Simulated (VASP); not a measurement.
# AlN (F-43m) in VASP: further runs

AlN is run at these levels: HF, HSE06; tasks: single point.

Everything below comes from runs of VASP 6.6.1. Logs are shortened: lines on timing, memory, paths and dates and some standing lists are left out, and cuts for length are marked.

**1. The cell of the first run**

Symmetry: F-43m, No. 216, cubic system. The conventional cell has a = 4.454 Å, b = 4.454 Å, c = 4.454 Å, α = 90.00°, β = 90.00°, γ = 90.00°. Al (site symmetry -43m) has 4 N at 1.93 Å within 2.6 Å. Within 2.6 Å of N (site symmetry -43m) lie 4 Al at 1.93 Å.

**2. Single point, HF**

The input, POSCAR:

```
AlN
1.0
    0.0000000000      2.2268278375      2.2268278375
    2.2268278375      0.0000000000      2.2268278375
    2.2268278375      2.2268278375      0.0000000000
Al N
1 1
Direct
    0.0000000000      0.0000000000      0.0000000000
    0.2500000000      0.2500000000      0.2500000000
```

The input, INCAR.step1:

```
PREC = Accurate ; ENCUT = 520
EDIFF = 1E-5 ; ISMEAR = -1
SIGMA = 0.05 ; LREAL = False
LASPH = True ; NELM = 80
ALGO = Normal ; ISIF = 2
LWAVE = True ; LCHARG = False
NBANDS = 11 ; GGA = PE
```

The input, INCAR.step2:

```
PREC = Accurate ; ENCUT = 520
EDIFF = 1E-6 ; ISMEAR = -1
SIGMA = 0.05 ; LREAL = False
LASPH = True ; NELM = 80
ALGO = Normal ; ISIF = 2
LWAVE = False ; LCHARG = False
GGA = PE ; LHFCALC = True
AEXX = 1.0 ; ALDAC = 0.0
AGGAC = 0.0 ; PRECFOCK = Normal
NBANDS = 11 ; ISTART = 1
```

The input, KPOINTS:

```
Automatic mesh
0
Gamma
  5 5 5
```

Potentials or basis: VASP PAW PBE potentials, release 64 (Al, N).

Launch:

```bash
$ cat potpaw_PBE.64/Al/POTCAR potpaw_PBE.64/N/POTCAR > POTCAR
$ cp INCAR.step1 INCAR
$ mpirun -np 1 vasp_std > vasp.out
$ cp INCAR.step2 INCAR
$ mpirun -np 1 vasp_std > vasp.out
```

OUTCAR:

```text
PREC = Accurate
   ENCUT = 520
   EDIFF = 1E-6
   ISMEAR = -1
   LREAL = False
   LASPH = True
   NELM = 80
   ISIF = 2
   GGA = PE
   LHFCALC = True
   AEXX = 1.0
   PRECFOCK = Normal
   ISTART = 1

 ion  position               nearest neighbor table
   1  0.000  0.000  0.000-   2 1.93   2 1.93   2 1.93   2 1.93
   2  0.250  0.250  0.250-   1 1.93   1 1.93   1 1.93   1 1.93

  LATTYP: Found a face centered cubic cell.
 ALAT       =     4.4536556750

  Lattice vectors:

 A1 = (   0.0000000000,   2.2268278375,   2.2268278375)
 A2 = (   2.2268278375,   0.0000000000,   2.2268278375)
 A3 = (   2.2268278375,   2.2268278375,   0.0000000000)

Analysis of symmetry for initial positions (statically):
=====================================================================
 Subroutine PRICEL returns:
 Original cell was already a primitive cell.

 Routine SETGRP: Setting up the symmetry group for a
 face centered cubic supercell.

 Subroutine GETGRP returns: Found 24 space group operations
 (whereof 24 operations were pure point group operations)
 out of a pool of 48 trial point group operations.

The static configuration has the point symmetry T_d .

Analysis of symmetry for dynamics (positions and initial velocities):
=====================================================================
 Subroutine PRICEL returns:
 Original cell was already a primitive cell.

 Routine SETGRP: Setting up the symmetry group for a
 face centered cubic supercell.

 Subroutine GETGRP returns: Found 24 space group operations
 (whereof 24 operations were pure point group operations)
 out of a pool of 48 trial point group operations.

The dynamic configuration has the point symmetry T_d .

 Subroutine INISYM returns: Found 24 space group operations
 (whereof 24 operations are pure point group operations),
 and found     1 'primitive' translations

----------------------------------------------------------------------------------------

                                     Primitive cell

  volume of cell :      22.0846

  direct lattice vectors                    reciprocal lattice vectors
     0.000000000  2.226827838  2.226827838    -0.224534646  0.224534646  0.224534646
     2.226827838  0.000000000  2.226827838     0.224534646 -0.224534646  0.224534646
     2.226827838  2.226827838  0.000000000     0.224534646  0.224534646 -0.224534646

  length of vectors
     3.149210129  3.149210129  3.149210129     0.388905415  0.388905415  0.388905415

  position of ions in fractional coordinates (direct lattice)
     0.000000000  0.000000000  0.000000000
     0.250000000  0.250000000  0.250000000

  ion indices of the primitive-cell ions
   primitive index   ion index
                 1           1
                 2           2

----------------------------------------------------------------------------------------

 KPOINTS: Automatic mesh

Automatic generation of k-mesh.
 Grid dimensions read from file:
 generate k-points for:    5    5    5

 Generating k-lattice:

  Cartesian coordinates                     Fractional coordinates (reciprocal lattice)
    -0.044906929  0.044906929  0.044906929     0.200000000  0.000000000  0.000000000
     0.044906929 -0.044906929  0.044906929     0.000000000  0.200000000  0.000000000
     0.044906929  0.044906929 -0.044906929     0.000000000  0.000000000  0.200000000

  Length of vectors
     0.077781083  0.077781083  0.077781083

  Shift w.r.t. Gamma in fractional coordinates (k-lattice)
     0.000000000  0.000000000  0.000000000

 Subroutine IBZKPT returns following result:
 ===========================================

 Found     10 irreducible k-points:

 Following reciprocal coordinates:
            Coordinates               Weight
  0.000000  0.000000  0.000000      1.000000
  0.200000  0.000000  0.000000      8.000000
  0.400000  0.000000  0.000000      8.000000
  0.200000  0.200000  0.000000      6.000000
  0.400000  0.200000  0.000000     24.000000
 -0.400000  0.200000  0.000000     24.000000
 -0.200000  0.200000  0.000000     12.000000
  0.400000  0.400000  0.000000      6.000000
 -0.400000  0.400000  0.000000     12.000000
 -0.400000  0.400000  0.200000     24.000000
   k-points           NKPTS =     10   k-points in BZ     NKDIM =    125   number of bands    NBANDS=     11
   number of dos      NEDOS =    301   number of ions     NIONS =      2
   total plane-waves  NPLWV =  13824
   dimension x,y,z NGX =    24 NGY =   24 NGZ =   24
   dimension x,y,z NGXF=    48 NGYF=   48 NGZF=   48
   ions per type =               1   1
   NGX,Y,Z   is equivalent  to a cutoff of  12.67, 12.67, 12.67 a.u.
   NGXF,Y,Z  is equivalent  to a cutoff of  25.34, 25.34, 25.34 a.u.
 SYSTEM =  unknown system
   PREC   = accura    normal or accurate (medium, high low for compatibility)
   ISTART =      1    job   : 0-new  1-cont  2-samecut
   ICHARG =      0    charge: 1-file 2-atom 10-const
   ISPIN  =      1    spin polarized calculation?
   LNONCOLLINEAR =      F non collinear calculations
   LSORBIT =      F    spin-orbit coupling
   LASPH  =      T    aspherical Exc in radial PAW
   ENCUT  =  520.0 eV  38.22 Ry    6.18 a.u.   5.86  5.86  5.86*2*pi/ulx,y,z
   NELM   =     80;   NELMIN=  2; NELMDL=  0     # of ELM steps
   EDIFF  = 0.1E-05   stopping-criterion for ELM
   LREAL  =      F    real-space projection
   EDIFFG = 0.1E-04   stopping-criterion for IOM
   NSW    =      0    number of steps for IOM
   IBRION =     -1    ionic relax: 0-MD 1-quasi-New 2-CG
   NFREE  =      0    steps in history (QN), initial steepest desc. (CG)
   ISIF   =      2    stress and relaxation
   ISYM   =      3    0-nonsym 1-usesym 2-fastsym
   POTIM  = 0.5000    time-step for ionic-motion
   TEBEG  =    0.0;   TEEND  =   0.0 temperature during run
   PSTRESS=    0.0 pullay stress
   NELECT =       8.0000    total number of electrons
   NUPDOWN=      -1.0000    fix difference up-down
   EMIN   =  10.00;   EMAX   =-10.00  energy-range for DOS
   EFERMI =   0.00;   METHOD = LEGACY
   ISMEAR =    -1;   SIGMA  =   0.05  broadening in eV -4-tet -1-fermi 0-gaus
   EFERMI_NEDOS =   21; number of points for ismear=-14 and -15
   IALGO  =     38    algorithm
   IMIX   =      1    mixing-type and parameters
     AMIX     =   0.40;   BMIX     =  1.00
     AMIX_MAG =   1.60;   BMIX_MAG =  1.00
  volume/ion in A,a.u.               =      11.04        74.52
  Fermi-wavevector in a.u.,A,eV,Ry     =   1.167011  2.205331 18.529966  1.361914
  Thomas-Fermi vector in A             =   2.303516
   LORBIT       =      0    0 simple, 1 ext, 2 COOP (PROOUT), +10 PAW based schemes
   GGA     = PE    functional components
   LHFCALC =     T    Hartree Fock is set to
   PRECFOCK=normal    Normal, Fast or Accurate (Low or Medium for compatibility)
   ENCUT4O =  -1.0   cutoff for four orbital integrals eV
   NKREDX  =     1    reduce k-point grid by
   NKREDY  =     1    reduce k-point grid by
   NKREDZ  =     1    reduce k-point grid by
   AEXX    =    1.0000 exact exchange contribution
   HFSCREEN=    0.0000 screening length (either q_TF or 0.3 A-1)
   HFSCREENC=   0.0000 screening length for correlation (either q_TF or 0.3 A-1)
   ENCUTFOCK=  -1.0 apply spherical cutoff to Coloumb kernel
   IVDW    =     0    specifies the selected vdW correction
   LEPSILON=     F    determine dielectric tensor
   LRPA    =     F    only Hartree local field effects (RPA)
 non-spin polarized calculation
  energy-cutoff  :      520.00
  volume of cell :       22.08
 maximum number of plane-waves:       609
  NGX = 18; NGY = 18; NGZ = 18

 number of electron       8.0000002 magnetization

 Free energy of the ion-electron system (eV)
  ---------------------------------------------------
  ext. energy  EPLUGINS =         0.00000000
  ---------------------------------------------------
  free energy    TOTEN  =       -27.32633198 eV

  energy without entropy =      -27.32633198  energy(sigma->0) =      -27.32633198

 E-fermi :   2.4550     XC(G=0):   0.0000

 val. band max:        1.3556724334   @ k =   0.0000   0.0000   0.0000
 cond. band min:      12.9963341572   @ k =   0.0000   0.0000   0.0000
 fundamental gap:     11.6406617238
 Fermi energy:         2.4550291110

 k-point     1 :       0.0000    0.0000    0.0000
  band No.  band energies     occupation
      1     -19.2939      2.00000
      2       1.3557      2.00000
      3       1.3557      2.00000
      4       1.3557      2.00000
      5      12.9963      0.00000
      6      20.4949      0.00000
      7      23.6263      0.00000
      8      23.6263      0.00000
      9      23.6263      0.00000
     10      29.7100      0.00000
     11      29.7100      0.00000

 k-point     2 :       0.2000    0.0000    0.0000
  band No.  band energies     occupation
      1     -18.6029      2.00000
      2      -1.7055      2.00000
      3       1.1122      2.00000
      4       1.1122      2.00000
      5      15.0440      0.00000
      6      19.5647      0.00000
      7      23.7502      0.00000
      8      23.8120      0.00000
      9      23.8120      0.00000
     10      27.5214      0.00000
     11      27.5214      0.00000

 k-point     3 :       0.4000    0.0000    0.0000
  band No.  band energies     occupation
      1     -17.1539      2.00000
      2      -5.6062      2.00000
      3       0.7523      2.00000
      4       0.7523      2.00000
      5      15.5036      0.00000
      6      20.6773      0.00000
      7      22.4129      0.00000
      8      22.4129      0.00000
      9      22.6225      0.00000
     10      29.8289      0.00000
     11      30.9832      0.00000

 k-point     4 :       0.2000    0.2000    0.0000
  band No.  band energies     occupation
      1     -18.3734      2.00000
      2      -1.5134      2.00000
      3       0.4650      2.00000
      4       0.4650      2.00000
      5      15.6901      0.00000
      6      18.3507      0.00000
      7      22.8488      0.00000
      8      24.2228      0.00000
      9      25.0298      0.00000
     10      25.0298      0.00000
     11      31.0447      0.00000

 k-point     5 :       0.4000    0.2000    0.0000
  band No.  band energies     occupation
      1     -17.1405      2.00000
      2      -4.3407      2.00000
      3      -0.5159      2.00000
      4       0.0111      2.00000
      5      16.3617      0.00000
      6      17.9141      0.00000
      7      21.6381      0.00000
      8      24.7511      0.00000
      9      24.7620      0.00000
     10      27.2064      0.00000
     11      32.8725      0.00000

 k-point     6 :      -0.4000    0.2000    0.0000
  band No.  band energies     occupation
      1     -16.5221      2.00000
      2      -5.4505      2.00000
      3      -1.5577      2.00000
      4       0.3097      2.00000
      5      16.6843      0.00000
      6      18.5807      0.00000
      7      21.5935      0.00000
      8      23.6627      0.00000
      9      25.2266      0.00000
     10      29.4919      0.00000
     11      30.5903      0.00000

 k-point     7 :      -0.2000    0.2000    0.0000
  band No.  band energies     occupation
      1     -17.6256      2.00000
      2      -3.5311      2.00000
      3      -0.8455      2.00000
      4       1.0000      2.00000
      5      16.9169      0.00000
      6      18.9607      0.00000
      7      21.3071      0.00000
      8      23.7984      0.00000
      9      24.5930      0.00000
     10      26.4207      0.00000
     11      30.5529      0.00000

 k-point     8 :       0.4000    0.4000    0.0000
  band No.  band energies     occupation
      1     -16.4458      2.00000
      2      -4.9118      2.00000
      3      -0.7498      2.00000
      4      -0.7498      2.00000
      5      14.0945      0.00000
      6      16.3603      0.00000
      7      22.3866      0.00000
      8      26.4222      0.00000
      9      27.5520      0.00000
     10      27.5520      0.00000
     11      34.9390      0.00000

 k-point     9 :      -0.4000    0.4000    0.0000
  band No.  band energies     occupation
      1     -16.0243      2.00000
      2      -4.9784      2.00000
      3      -2.5096      2.00000
      4      -0.5937      2.00000
      5      14.7568      0.00000
      6      17.4904      0.00000
      7      22.5234      0.00000
      8      26.5938      0.00000
      9      26.6702      0.00000
     10      27.0721      0.00000
     11      33.1955      0.00000

 k-point    10 :      -0.4000    0.4000    0.2000
  band No.  band energies     occupation
      1     -16.2383      2.00000
      2      -4.6128      2.00000
      3      -2.4246      2.00000
      4      -0.8852      2.00000
      5      16.5959      0.00000
      6      17.9451      0.00000
      7      21.7417      0.00000
      8      24.1853      0.00000
      9      26.1802      0.00000
     10      28.7446      0.00000
     11      31.3566      0.00000

------------------------ aborting loop because EDIFF is reached ----------------------------------------

  FORCE on cell =-STRESS in cart. coord.  units (eV):
  Direction    XX          YY          ZZ          XY          YZ          ZX
  --------------------------------------------------------------------------------------
  -------------------------------------------------------------------------------------
  Total       -1.8092234     -1.8092234     -1.8092234     -0.0000000      0.0000000     -0.0000000
  in kB     -131.2540921   -131.2540921   -131.2540921     -0.0000000      0.0000000     -0.0000000
  external PRESSURE =    -131.2540921 kB  Pullay stress =       0.0000000 kB

 VOLUME and BASIS-vectors are now :
 -----------------------------------------------------------------------------
  energy-cutoff  :      520.00
  volume of cell :       22.08
      direct lattice vectors                 reciprocal lattice vectors
     0.000000000  2.226827838  2.226827838    -0.224534646  0.224534646  0.224534646
     2.226827838  0.000000000  2.226827838     0.224534646 -0.224534646  0.224534646
     2.226827838  2.226827838  0.000000000     0.224534646  0.224534646 -0.224534646

 POSITION                                       TOTAL-FORCE (eV/Angst)
 -----------------------------------------------------------------------------------
      0.00000      0.00000      0.00000        -0.000000     -0.000000     -0.000000
      1.11341      1.11341      1.11341         0.000000      0.000000      0.000000
 -----------------------------------------------------------------------------------
    total drift:                               -0.000001      0.000002     -0.000002

  FREE ENERGIE OF THE ION-ELECTRON SYSTEM (eV)
  ---------------------------------------------------
  free  energy   TOTEN  =       -27.3263319753 eV

  energy  without entropy=      -27.3263319753  energy(sigma->0) =      -27.32633198
```

Run time: 76 s. Hardware: 1 thread of Intel Xeon 6975P-C (Granite Rapids), shared host; peak memory 0.13 GiB.

What came out:

```yaml
Free_energy: -27.3263 eV
Pressure: -13.1 GPa
Band_gap_on_the_k_mesh: 11.64 eV, direct
```

Caveat: the k points lie up to 0.49 Å⁻¹ apart; the PAW data sets were made with another functional, which shifts forces and pressure a little.

**3. Single point, HF**

This run uses another cell than the first one, of 10.42 Å³/atom, 0.943 times its volume.

The input, POSCAR:

```
AlN
1.0
    0.0000000000      2.1839935596      2.1839935596
    2.1839935596      0.0000000000      2.1839935596
    2.1839935596      2.1839935596      0.0000000000
Al N
1 1
Direct
    0.0000000000      0.0000000000      0.0000000000
    0.2500000000      0.2500000000      0.2500000000
```

The input, INCAR.step1:

```
SYSTEM = AlN
ALGO = Normal
EDIFF = 1E-5
ENCUT = 520
GGA = PE
ISIF = 2
ISMEAR = -1
LASPH = .TRUE.
LCHARG = .FALSE.
LREAL = .FALSE.
LWAVE = .TRUE.
NBANDS = 11
NELM = 100
PREC = Accurate
SIGMA = 0.05
```

The input, INCAR.step2:

```
SYSTEM = AlN
AEXX = 1.0
AGGAC = 0.0
ALDAC = 0.0
ALGO = Normal
EDIFF = 1E-7
ENCUT = 520
GGA = PE
ISIF = 2
ISMEAR = -1
ISTART = 1
LASPH = .TRUE.
LCHARG = .FALSE.
LHFCALC = .TRUE.
LREAL = .FALSE.
LWAVE = .FALSE.
NBANDS = 11
NELM = 100
PREC = Accurate
PRECFOCK = Normal
SIGMA = 0.05
```

The input, KPOINTS:

```
k-points
0
G
  6 6 6
  0 0 0
```

Potentials or basis: VASP PAW PBE potentials, release 64 (Al, N).

Launch:

```bash
$ cat potpaw_PBE.64/Al/POTCAR potpaw_PBE.64/N/POTCAR > POTCAR
$ cp INCAR.step1 INCAR
$ mpirun -np 1 vasp_std > vasp.out
$ cp INCAR.step2 INCAR
$ mpirun -np 1 vasp_std > vasp.out
```

Wall time 4.5 min (1 thread of Intel Xeon 6975P-C (Granite Rapids), shared host); peak memory 0.14 GiB.

It converged, with:

```yaml
Free_energy: -27.3587 eV
Pressure: -1.5 GPa
Band_gap_on_the_k_mesh: 12.23 eV, indirect (least direct gap 12.34 eV)
```

Levels at points of the mesh, in eV from the valence-band top:
```
           k point  band 1  band 2  band 3  band 4  band 5  band 6  band 7  band 8
(0.00, 0.00, 0.00)  -21.06    0.00    0.00    0.00   12.34   19.53   22.96   22.96
(0.50, 0.00, 0.00)  -18.39   -7.93   -0.67   -0.67   14.65   20.31   21.29   21.29
(0.50, 0.50, 0.00)  -17.50   -7.08   -2.38   -2.38   12.23   15.20   21.61   26.77
```

Caveat: the PAW data sets were made with another functional, which shifts forces and pressure a little.

**4. Single point, HSE06**

This run uses another cell than the first one, of 10.40 Å³/atom, 0.942 times its volume.

The input, POSCAR:

```
AlN
1.0
    0.0000000000      2.1827437804      2.1827437804
    2.1827437804      0.0000000000      2.1827437804
    2.1827437804      2.1827437804      0.0000000000
Al N
1 1
Direct
    0.0000000000      0.0000000000      0.0000000000
    0.2500000000      0.2500000000      0.2500000000
```

The input, INCAR.step1:

```
PREC     = Accurate       # precision mode
ENCUT    = 520            # plane-wave cutoff, eV
EDIFF    = 1E-5           # SCF threshold, eV
ISMEAR   = -1             # smearing method
SIGMA    = 0.05           # smearing width, eV
LREAL    = F              # projectors in reciprocal space
LASPH    = T              # aspherical terms in the spheres
NELM     = 80             # most SCF steps
ALGO     = Normal         # electronic algorithm
ISIF     = 2              # what is computed and relaxed
LWAVE    = T              # write WAVECAR
LCHARG   = F              # write CHGCAR
GGA      = PE             # functional
NBANDS   = 11             # bands
```

The input, INCAR.step2:

```
PREC     = Accurate       # precision mode
ENCUT    = 520            # plane-wave cutoff, eV
EDIFF    = 1E-6           # SCF threshold, eV
ISMEAR   = -1             # smearing method
SIGMA    = 0.05           # smearing width, eV
LREAL    = F              # projectors in reciprocal space
LASPH    = T              # aspherical terms in the spheres
NELM     = 80             # most SCF steps
ALGO     = Normal         # electronic algorithm
ISIF     = 2              # what is computed and relaxed
LWAVE    = F              # write WAVECAR
LCHARG   = F              # write CHGCAR
GGA      = PE             # functional
LHFCALC  = T              # exact exchange
HFSCREEN = 0.2079         # screening, 1/A
PRECFOCK = Normal       
ISTART   = 1            
NBANDS   = 11             # bands
```

The input, KPOINTS:

```
regular mesh
0
Gamma
  5 5 5
```

Launch:

```bash
$ cat potpaw_PBE.64/Al/POTCAR potpaw_PBE.64/N/POTCAR > POTCAR
$ cp INCAR.step1 INCAR
$ mpirun -np 1 vasp_std > vasp.out
$ cp INCAR.step2 INCAR
$ mpirun -np 1 vasp_std > vasp.out
```

Wall time 76 s (1 thread of Intel Xeon Platinum 8488C (Sapphire Rapids), shared host); peak memory 0.23 GiB.

It converged, with:

- Free energy: -17.3901 eV
- Pressure: -0.2 GPa
- Band gap on the k mesh: 5.17 eV, indirect (least direct gap 5.57 eV)

Levels at points of the mesh, in eV from the valence-band top:
```csv
k point,band 1,band 2,band 3,band 4,band 5,band 6,band 7,band 8,band 9
"(0.00, 0.00, 0.00)",-16.49,0.00,0.00,0.00,5.57,14.26,14.26,14.26,19.61
```

Caveat: the k points lie up to 0.50 Å⁻¹ apart; the PAW data sets were made with another functional, which shifts forces and pressure a little. A k mesh can miss the band edges.

**5. Summary**

```tsv
level	cell	k mesh	screening parameter	gap on the mesh (eV)	pressure (GPa)
HF	a = 3.149 Å, angles 60.0°, 2 atoms	5 × 5 × 5	-	11.64	-13.1
HF	a = 3.089 Å, angles 60.0°, 2 atoms	6 × 6 × 6	-	12.23	-1.5
HSE06	a = 3.087 Å, angles 60.0°, 2 atoms	5 × 5 × 5	0.2079 1/Å	5.17	-0.2
```

Alike in all rows: task single point; potentials or basis VASP PAW PBE potentials, release 64 (Al, N); no spin polarisation; cutoff (eV) 520; smearing fermi-dirac 0.05 eV.

Caveats: some runs use coarse meshes; the PAW data sets were made with another functional, which shifts forces and pressure a little.

Absolute energies hang on the potentials; compare differences alone.
